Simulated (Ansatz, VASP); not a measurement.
## TaN in VASP and in Ansatz

File INCAR:

```
SYSTEM = TaN
PREC = Accurate
ENCUT = 520
EDIFF = 1E-6
ISMEAR = 0
SIGMA = 0.1
LREAL = .False.
LASPH = .True.
NELM = 80
ALGO = Normal
ISIF = 2
LWAVE = .False.
LCHARG = .False.
GGA = PS
NBANDS = 24
```

KPOINTS

```
regular mesh
0
Gamma
  15 15 8
  0 0 0
```

Contents of POSCAR:

```
TaN
1.0
    3.0236490811      0.0000000000      0.0000000000
   -1.5118245406      2.6185569164      0.0000000000
    0.0000000000      0.0000000000      5.3419184000
Ta N
2 2
Direct
    0.3333333333      0.6666666667     -0.0121457490
    0.6666666667      0.3333333333      0.4878542510
    0.3333333333      0.6666666667      0.3971457490
    0.6666666667      0.3333333333      0.8971457490
```

Input for Ansatz:

```yaml
crystal:
  lattice:
    - [3.0236490811, 0.0, 0.0]
    - [-1.5118245406, 2.6185569164, 0.0]
    - [0.0, 0.0, 5.3419184]
  atoms:
    - { symbol: Ta, position: [0.3333333333, 0.6666666667, -0.012145749] }
    - { symbol: Ta, position: [0.6666666667, 0.3333333333, 0.487854251] }
    - { symbol: "N", position: [0.3333333333, 0.6666666667, 0.397145749] }
    - { symbol: "N", position: [0.6666666667, 0.3333333333, 0.897145749] }
basis:
  ecutwfc: 420
kpoints:
  mp_grid: { grid: [15, 15, 8] }
hamiltonian:
  xc: pbesol
scf:
  occupations: { method: gaussian, width: 0.1 }
output:
  forces: true
  stress: true
  eigenvalues: true
  populations: true
```

Alike in both runs: task single point; functional PBEsol; k mesh 15 × 15 × 8; occupations gaussian, width 0.1 eV; no spin polarisation.

|  | VASP | Ansatz |
| --- | --- | --- |
| version | VASP 6.6.1 | Ansatz 0.2.0 |
| potentials or method | VASP PAW PBE potentials, release 64 (Ta_pv, N), cutoff 520 eV | scalar-relativistic, plane waves, PAW |
| valence electrons in the cell | 32 | 36 |

```csv
,VASP,Ansatz,Ansatz less VASP
gap on the k mesh at the Fermi level (eV),none,none,-
pressure (GPa),111.1,108.1,-3.02
"traceless stress, the component that is largest in VASP (GPa)",-72.25,-70.39,+1.865
rms of the force components (eV/Å),3.386,3.295,-0.0914
```

VASP's potentials were made for PBE, not for PBEsol. Atom by atom the forces differ by 0.091 eV/Å (rms over components). A gap of «none» marks a metal or a gap that the smearing closes. Both programs put the cell under a high pressure, so it lies far from rest at this level. VASP's potentials hold 32 valence electrons a cell and Ansatz's 36, so a difference there can come from the potentials and not from the codes.

Spin-orbit coupling is off throughout. Noted on VASP's run: the cell as given lies far from equilibrium.
